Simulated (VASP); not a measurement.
# LiTa3O4 (P3m1) in VASP: further runs, part 2 of 2

VASP 6.6.1. Earlier steps stand in the parts before.

## Step 3: Single point, PBE

INCAR reads:

```
PREC = Accurate
ENCUT = 520
EDIFF = 1E-7
ISMEAR = 0
SIGMA = 0.1
LREAL = False
LASPH = True
NELM = 100
ALGO = Normal
ISIF = 2
LWAVE = False
LCHARG = False
GGA = PE
NBANDS = 40
```

KPOINTS reads:

```
Automatic mesh
0
Gamma
  12 12 4
```

POSCAR reads:

```
LiTa3O4
1.0
    2.9802445687      0.0000000000      0.0000000000
   -1.4901222843      2.5809675060      0.0000000000
    0.0000000000      0.0000000000     12.7201661053
Li Ta O
1 3 4
Direct
    0.0000000000      0.0000000000      0.7529625558
    0.0000000000      0.0000000000      0.2729905969
    0.3333333333      0.6666666667      0.0059339215
    0.3333333333      0.6666666667      0.5417860427
    0.0000000000      0.0000000000      0.9045845160
    0.0000000000      0.0000000000      0.4306250598
    0.3333333333      0.6666666667      0.6854699184
    0.3333333333      0.6666666667      0.1656473789
```

Potentials or basis: VASP PAW PBE potentials, release 64 (Li_sv, Ta_pv, O).

On the command line:

```
> cat potpaw_PBE.64/Li_sv/POTCAR potpaw_PBE.64/Ta_pv/POTCAR potpaw_PBE.64/O/POTCAR > POTCAR
> mpirun -np 1 vasp_std > vasp.out
```

OUTCAR:

```text
PREC = Accurate
   ENCUT = 520
   EDIFF = 1E-7
   ISMEAR = 0
   LREAL = False
   LASPH = True
   NELM = 100
   ISIF = 2
   GGA = PE

 ion  position               nearest neighbor table
   1  0.000  0.000  0.753-   7 1.92   7 1.92   7 1.92   5 1.93
   2  0.000  0.000  0.273-   6 2.01   8 2.20   8 2.20   8 2.20
   3  0.333  0.667  0.006-   8 2.03   5 2.15   5 2.15   5 2.15
   4  0.333  0.667  0.542-   7 1.83   6 2.23   6 2.23   6 2.23
   5  0.000  0.000  0.905-   1 1.93   3 2.15   3 2.15   3 2.15
   6  0.000  0.000  0.431-   2 2.01   4 2.23   4 2.23   4 2.23
   7  0.333  0.667  0.685-   4 1.83   1 1.92   1 1.92   1 1.92
   8  0.333  0.667  0.166-   3 2.03   2 2.20   2 2.20   2 2.20

  LATTYP: Found a hexagonal cell.
 ALAT       =     2.9802445687
 C/A-ratio  =     4.2681618277

  Lattice vectors:

 A1 = (   2.9802445687,   0.0000000000,   0.0000000000)
 A2 = (  -1.4901222843,   2.5809675060,   0.0000000000)
 A3 = (   0.0000000000,   0.0000000000,  12.7201661053)

Analysis of symmetry for initial positions (statically):
=====================================================================
 Subroutine PRICEL returns:
 Original cell was already a primitive cell.

 Routine SETGRP: Setting up the symmetry group for a
 hexagonal supercell.

 Subroutine GETGRP returns: Found  6 space group operations
 (whereof  6 operations were pure point group operations)
 out of a pool of 24 trial point group operations.

The static configuration has the point symmetry C_3v.

Analysis of symmetry for dynamics (positions and initial velocities):
=====================================================================
 Subroutine PRICEL returns:
 Original cell was already a primitive cell.

 Routine SETGRP: Setting up the symmetry group for a
 hexagonal supercell.

 Subroutine GETGRP returns: Found  6 space group operations
 (whereof  6 operations were pure point group operations)
 out of a pool of 24 trial point group operations.

The dynamic configuration has the point symmetry C_3v.

 Subroutine INISYM returns: Found  6 space group operations
 (whereof  6 operations are pure point group operations),
 and found     1 'primitive' translations

----------------------------------------------------------------------------------------

                                     Primitive cell

  volume of cell :      97.8424

  direct lattice vectors                    reciprocal lattice vectors
     2.980244569  0.000000000  0.000000000     0.335542932  0.193725802  0.000000000
    -1.490122284  2.580967506  0.000000000     0.000000000  0.387451604  0.000000000
     0.000000000  0.000000000 12.720166105     0.000000000  0.000000000  0.078615326

  length of vectors
     2.980244569  2.980244569 12.720166105     0.387451604  0.387451604  0.078615326

  position of ions in fractional coordinates (direct lattice)
     0.000000000  0.000000000  0.752962556
     0.000000000  0.000000000  0.272990597
     0.333333333  0.666666667  0.005933922
     0.333333333  0.666666667  0.541786043
[... 35 lines left out ...]
     0.000000000  0.000000000  0.000000000

 Subroutine IBZKPT returns following result:
 ===========================================

 Found     69 irreducible k-points:

 Following reciprocal coordinates:
            Coordinates               Weight
  0.000000  0.000000  0.000000      1.000000
  0.083333  0.000000  0.000000      6.000000
  0.166667  0.000000  0.000000      6.000000
  0.250000  0.000000  0.000000      6.000000
  0.333333  0.000000  0.000000      6.000000
  0.416667  0.000000  0.000000      6.000000
[... 16 lines left out ...]
  0.166667  0.000000  0.250000      6.000000
  0.000000  0.166667  0.250000      6.000000
 [... further k-points ...]
   k-points           NKPTS =     69   k-points in BZ     NKDIM =     69   number of bands    NBANDS=     40
   number of dos      NEDOS =    301   number of ions     NIONS =      8
   total plane-waves  NPLWV =  55296
   dimension x,y,z NGX =    24 NGY =   24 NGZ =   96
   dimension x,y,z NGXF=    48 NGYF=   48 NGZF=  192
   ions per type =               1   3   4
   NGX,Y,Z   is equivalent  to a cutoff of  13.39, 13.39, 12.55 a.u.
   NGXF,Y,Z  is equivalent  to a cutoff of  26.78, 26.78, 25.09 a.u.
 SYSTEM =  unknown system
   PREC   = accura    normal or accurate (medium, high low for compatibility)
   ISTART =      0    job   : 0-new  1-cont  2-samecut
   ICHARG =      2    charge: 1-file 2-atom 10-const
   ISPIN  =      1    spin polarized calculation?
   LNONCOLLINEAR =      F non collinear calculations
   LSORBIT =      F    spin-orbit coupling
   LASPH  =      T    aspherical Exc in radial PAW
   ENCUT  =  520.0 eV  38.22 Ry    6.18 a.u.   5.54  5.54 23.65*2*pi/ulx,y,z
   NELM   =    100;   NELMIN=  2; NELMDL= -5     # of ELM steps
   EDIFF  = 0.1E-06   stopping-criterion for ELM
   LREAL  =      F    real-space projection
   EDIFFG = 0.1E-05   stopping-criterion for IOM
   NSW    =      0    number of steps for IOM
   IBRION =     -1    ionic relax: 0-MD 1-quasi-New 2-CG
   NFREE  =      0    steps in history (QN), initial steepest desc. (CG)
   ISIF   =      2    stress and relaxation
   ISYM   =      2    0-nonsym 1-usesym 2-fastsym
   POTIM  = 0.5000    time-step for ionic-motion
   TEBEG  =    0.0;   TEEND  =   0.0 temperature during run
   PSTRESS=    0.0 pullay stress
   NELECT =      60.0000    total number of electrons
   NUPDOWN=      -1.0000    fix difference up-down
   EMIN   =  10.00;   EMAX   =-10.00  energy-range for DOS
   EFERMI =   0.00;   METHOD = LEGACY
   ISMEAR =     0;   SIGMA  =   0.10  broadening in eV -4-tet -1-fermi 0-gaus
   EFERMI_NEDOS =   21; number of points for ismear=-14 and -15
   IALGO  =     38    algorithm
   IMIX   =      4    mixing-type and parameters
     AMIX     =   0.40;   BMIX     =  1.00
     AMIX_MAG =   1.60;   BMIX_MAG =  1.00
  volume/ion in A,a.u.               =      12.23        82.53
  Fermi-wavevector in a.u.,A,eV,Ry     =   1.390858  2.628341 26.320285  1.934486
  Thomas-Fermi vector in A             =   2.514753
   LORBIT       =      0    0 simple, 1 ext, 2 COOP (PROOUT), +10 PAW based schemes
   GGA     = PE    functional components
   LHFCALC =     F    Hartree Fock is set to
   AEXX    =    0.0000 exact exchange contribution
   IVDW    =     0    specifies the selected vdW correction
   LEPSILON=     F    determine dielectric tensor
   LRPA    =     F    only Hartree local field effects (RPA)
 non-spin polarized calculation
 Gauss-broadening in eV      SIGMA  =   0.10
  energy-cutoff  :      520.00
  volume of cell :       97.84
 maximum number of plane-waves:      2687
 NGX is ok and might be reduce to    24
   NGX = 11   NGY = 11   NGZ = 47

 number of electron      60.0000014 magnetization

 Free energy of the ion-electron system (eV)
  ---------------------------------------------------
  ext. energy  EPLUGINS =         0.00000000
  ---------------------------------------------------
  free energy    TOTEN  =       -71.82040543 eV

  energy without entropy =      -71.79133087  energy(sigma->0) =      -71.80586815

 E-fermi :   5.2936     XC(G=0): -11.4804

 val. band max:        5.2918873578   @ k =  -0.1667   0.5000   0.2500
 cond. band min:       5.2939035304   @ k =   0.3333   0.1667   0.2500
 fundamental gap:      0.0020161726
 Fermi energy:         5.2936248791

 k-point     1 :       0.0000    0.0000    0.0000
  band No.  band energies     occupation
      1     -39.3351      2.00000
      2     -30.4426      2.00000
      3     -30.3350      2.00000
      4     -30.1017      2.00000
      5     -29.5496      2.00000
      6     -29.5496      2.00000
[... 1021 lines left out ...]
     39       8.9899      0.00000
     40       9.5507      0.00000

 [... further k-points ...]
[... 5 lines left out ...]
  --------------------------------------------------------------------------------------
  -------------------------------------------------------------------------------------
  Total        0.1454686      0.1454686      0.6736327      0.0000000      0.0000000      0.0000000
  in kB        2.3820592      2.3820592     11.0307870      0.0000000      0.0000000      0.0000000
  external PRESSURE =       5.2649685 kB  Pullay stress =       0.0000000 kB

 VOLUME and BASIS-vectors are now :
 -----------------------------------------------------------------------------
  energy-cutoff  :      520.00
  volume of cell :       97.84
      direct lattice vectors                 reciprocal lattice vectors
     2.980244569  0.000000000  0.000000000     0.335542932  0.193725802  0.000000000
    -1.490122284  2.580967506  0.000000000     0.000000000  0.387451604  0.000000000
     0.000000000  0.000000000 12.720166105     0.000000000  0.000000000  0.078615326

 POSITION                                       TOTAL-FORCE (eV/Angst)
 -----------------------------------------------------------------------------------
      0.00000      0.00000      9.57781         0.000000      0.000000      0.013981
      0.00000      0.00000      3.47249        -0.000000     -0.000000      0.001495
     -0.00000      1.72065      0.07548        -0.000000     -0.000000      0.009968
     -0.00000      1.72065      6.89161         0.000000     -0.000000     -0.151716
      0.00000      0.00000     11.50647         0.000000     -0.000000     -0.048698
      0.00000      0.00000      5.47762        -0.000000     -0.000000     -0.004921
     -0.00000      1.72065      8.71929         0.000000     -0.000000      0.181496
     -0.00000      1.72065      2.10706         0.000000     -0.000000     -0.001606
 -----------------------------------------------------------------------------------
    total drift:                                0.000001      0.000000      0.001330

  FREE ENERGIE OF THE ION-ELECTRON SYSTEM (eV)
  ---------------------------------------------------
  free  energy   TOTEN  =       -71.8204054299 eV

  energy  without entropy=      -71.7913308717  energy(sigma->0) =      -71.80586815
```

It took 3 min on 1 thread of Intel Xeon 6975P-C (Granite Rapids), shared host; peak memory 0.36 GiB.

Results:

| Quantity | Value |
| --- | --- |
| Free energy | -71.8204 eV |
| Largest force | 0.181 eV/Å |
| Band gap on the k mesh | zero (band 30 reaches 5.81 eV, above the bottom of band 31 at 4.86 eV) |

Forces in eV/Å, atoms in the order of the input:
```
Li   0.000  0.000  0.014
Ta   0.000  0.000  0.001
Ta   0.000  0.000  0.010
Ta   0.000  0.000 -0.152
O    0.000  0.000 -0.049
O    0.000  0.000 -0.005
O    0.000  0.000  0.181
O    0.000  0.000 -0.002
```

Levels at points of the mesh, in eV from the Fermi level:
```csv
k point,band 26,band 27,band 28,band 29,band 30,band 31,band 32,band 33,band 34,band 35
"(0.00, 0.00, 0.00)",-3.05,-3.05,-2.93,-1.53,0.40,0.40,0.71,0.71,1.28,1.28
"(0.50, 0.00, 0.00)",-3.56,-2.88,-2.23,-1.18,0.51,0.91,1.79,2.95,3.95,3.95
"(0.00, 0.00, 0.50)",-3.05,-3.05,-2.91,-1.53,0.40,0.40,0.70,0.70,1.28,1.28
"(0.50, 0.00, 0.50)",-3.55,-2.87,-2.24,-1.19,0.50,0.93,1.79,2.93,3.97,4.00
```

Caveat: the cutoff is under 1.25 times the usual one of these potentials, so pressure, stress and relaxed cells hold a basis-set (Pulay) error; spin-orbit coupling is left out, which moves the levels of the heavy elements.

## Step 4: Relaxation of cell and atoms, PBE

INCAR reads:

```
SYSTEM = LiTa3O4
PREC = Accurate ; ENCUT = 600
EDIFF = 1E-7 ; ISMEAR = 0
SIGMA = 0.1 ; LREAL = .False.
LASPH = .True. ; NELM = 100
ALGO = Normal ; ISIF = 3
LWAVE = .False. ; LCHARG = .False.
GGA = PE ; IBRION = 2
NSW = 100 ; EDIFFG = -0.01
```

KPOINTS reads:

```
Automatic mesh
0
Gamma
  12 12 4
  0 0 0
```

POSCAR reads:

```
LiTa3O4
1.0
    2.9813202243      0.0000000000      0.0000000000
   -1.4906601121      2.5818990510      0.0000000000
    0.0000000000      0.0000000000     12.7113187748
Li Ta O
1 3 4
Direct
    0.0000000000      0.0000000000      0.7528258414
    0.0000000000      0.0000000000      0.2724041517
    0.3333333333      0.6666666667      0.0055980289
    0.3333333333      0.6666666667      0.5427875033
    0.0000000000      0.0000000000      0.9045662291
    0.0000000000      0.0000000000      0.4300197863
    0.3333333333      0.6666666667      0.6865475494
    0.3333333333      0.6666666667      0.1652508999
```

On the command line:

```
> cat potpaw_PBE.64/Li_sv/POTCAR potpaw_PBE.64/Ta_pv/POTCAR potpaw_PBE.64/O/POTCAR > POTCAR
> mpirun -np 1 vasp_std > vasp.out
```

Run time: 18 min. Hardware: 1 thread of Intel Xeon 6975P-C (Granite Rapids), shared host; peak memory 0.42 GiB.

The run converged. Its results:

- Free energy: -71.8323 eV
- Relaxed volume: 12.24 Å³/atom
- Relaxed cell: a = 2.980 Å, b = 2.980 Å, c = 12.732 Å, α = 90.00°, β = 90.00°, γ = 120.00°
- Space group after relaxing (to 0.05 Å): P3m1 (No. 156)
- Energy gained by relaxing: 0.4 meV/atom
- Ionic steps: 15
- Pressure after relaxing: 0.0 GPa
- Largest force after relaxing: 0.005 eV/Å
- Band gap on the k mesh: zero (band 30 reaches 5.79 eV, above the bottom of band 31 at 4.84 eV)

Forces on the atoms (eV/Å):
```
Li   0.000  0.000  0.000
Ta   0.000  0.000 -0.005
Ta   0.000  0.000  0.002
Ta   0.000  0.000 -0.002
O    0.000  0.000  0.004
O    0.000  0.000  0.005
O    0.000  0.000  0.000
O    0.000  0.000 -0.004
```

The path:
```
step  energy change (eV)  largest force (eV/Å)  pressure (GPa)  volume (Å³)
   1              0.0000                0.3576            0.23        97.84
   2              0.0074                0.8138           -1.13        98.10
   3             -0.0015                0.1486           -0.18        97.92
   4             -0.0025                0.0667            0.13        97.80
   5             -0.0025                0.0638            0.20        97.77
   6             -0.0028                0.0264           -0.07        97.91
   7             -0.0029                0.0196           -0.03        97.89
   8             -0.0029                0.0269           -0.03        97.88
   9             -0.0029                0.0307           -0.03        97.87
  10             -0.0029                0.0123            0.02        97.86
  11             -0.0029                0.0117            0.05        97.85
  12             -0.0029                0.0116            0.06        97.85
  13             -0.0029                0.0119            0.04        97.86
  14             -0.0029                0.0131           -0.01        97.90
  15             -0.0030                0.0054            0.00        97.90
```

Final structure:
```
CELL_PARAMETERS angstrom
2.97969 0.00000 0.00000
-1.48985 2.58049 0.00000
0.00000 0.00000 12.73244
ATOMIC_POSITIONS crystal
Li 0.00000 0.00000 0.75311
Ta 0.00000 0.00000 0.27300
Ta 0.33333 0.66667 0.00584
Ta 0.33333 0.66667 0.54180
O 0.00000 0.00000 0.90439
O 0.00000 0.00000 0.43055
O 0.33333 0.66667 0.68572
O 0.33333 0.66667 0.16558
```

Levels at points of the mesh, in eV from the Fermi level:
| k point | band 27 | band 28 | band 29 | band 30 | band 31 | band 32 | band 33 | band 34 |
| --- | --- | --- | --- | --- | --- | --- | --- | --- |
| (0.00, 0.00, 0.00) | -3.01 | -2.94 | -1.53 | 0.40 | 0.40 | 0.71 | 0.71 | 1.28 |
| (0.50, 0.00, 0.00) | -2.88 | -2.23 | -1.18 | 0.51 | 0.91 | 1.78 | 2.95 | 3.94 |
| (0.00, 0.00, 0.50) | -3.01 | -2.91 | -1.53 | 0.40 | 0.40 | 0.71 | 0.71 | 1.28 |
| (0.50, 0.00, 0.50) | -2.87 | -2.24 | -1.19 | 0.50 | 0.93 | 1.78 | 2.93 | 3.97 |

Caveat: the cutoff is under 1.25 times the usual one of these potentials, so pressure, stress and relaxed cells hold a basis-set (Pulay) error; spin-orbit coupling is left out, which moves the levels of the heavy elements.

## Step 5: The runs side by side

| task | cell | k mesh | cutoff (eV) | smearing | gap on the mesh (eV) | largest force (eV/Å) |
| --- | --- | --- | --- | --- | --- | --- |
| single point | a = 2.981, b = 2.981, c = 12.711 Å, angles 90.0, 90.0, 120.0°, 8 atoms | 6 × 6 × 2 | 520 | gaussian 0.2 eV | none | 0.19 |
| single point | a = 2.980, b = 2.980, c = 12.720 Å, angles 90.0, 90.0, 120.0°, 8 atoms | 12 × 12 × 4 | 520 | gaussian 0.1 eV | none | 0.18 |
| relaxation of cell and atoms | relaxed from a = 2.981, b = 2.981, c = 12.711 Å, angles 90.0, 90.0, 120.0°, 8 atoms | 12 × 12 × 4 | 600 | gaussian 0.1 eV | none | 0.01 |

Alike in all rows: level PBE; potentials or basis VASP PAW PBE potentials, release 64 (Li_sv, Ta_pv, O); no spin polarisation.

Caveats: some runs use coarse meshes; the cutoff is under 1.25 times the usual one of these potentials, so pressure, stress and relaxed cells hold a basis-set (Pulay) error; spin-orbit coupling is left out, which moves the levels of the heavy elements.

Absolute energies hang on the potentials; compare differences alone.
